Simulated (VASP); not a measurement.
ZnNi3N, 5 atoms in the cell. Symmetry: Pm-3m, No. 221, cubic system. Conventional cell: a = 3.727 Å, b = 3.727 Å, c = 3.727 Å, α = 90.00°, β = 90.00°, γ = 90.00°. Zn (site symmetry m-3m) has 12 Ni at 2.64 Å and 8 N at 3.23 Å within 3.5 Å. Ni (site symmetry 4/mmm) has 2 N at 1.86 Å within 2.5 Å. N (site symmetry m-3m) has 6 Ni at 1.86 Å within 2.5 Å. 

- Program: VASP 6.6.1
- Task: single point
- Functional: PBEsol
- Potentials or basis: VASP PAW PBE potentials, release 64 (Zn, Ni, N)
- Cutoff: 520 eV
- k mesh: 4 × 4 × 4, shifted
- Occupations: gaussian, width 0.02 eV
- Spin: collinear spin, ferromagnetic start
- Starting moments: [0.0, 1.0, 1.0, 1.0, 0.0] μB
- Dipole correction: no
- Further INCAR settings: ALGO = Normal; EDIFF = 1e-07; NBANDS = 36

Potentials or basis: VASP PAW PBE potentials, release 64 (Zn, Ni, N).

Launch:

```sh
$ cat potpaw_PBE.64/Zn/POTCAR potpaw_PBE.64/Ni/POTCAR potpaw_PBE.64/N/POTCAR > POTCAR
$ mpirun -np 1 vasp_std > vasp.out
```

Hardware: 1 thread of Intel Xeon 8259CL, on a shared host.

Question: How long does it take, and how much memory?

Answer: Run time: 65 s on 1 thread of Intel Xeon 8259CL, with other jobs on the host, peak memory 0.18 GiB. Counts: scf iterations 19, k points 4.
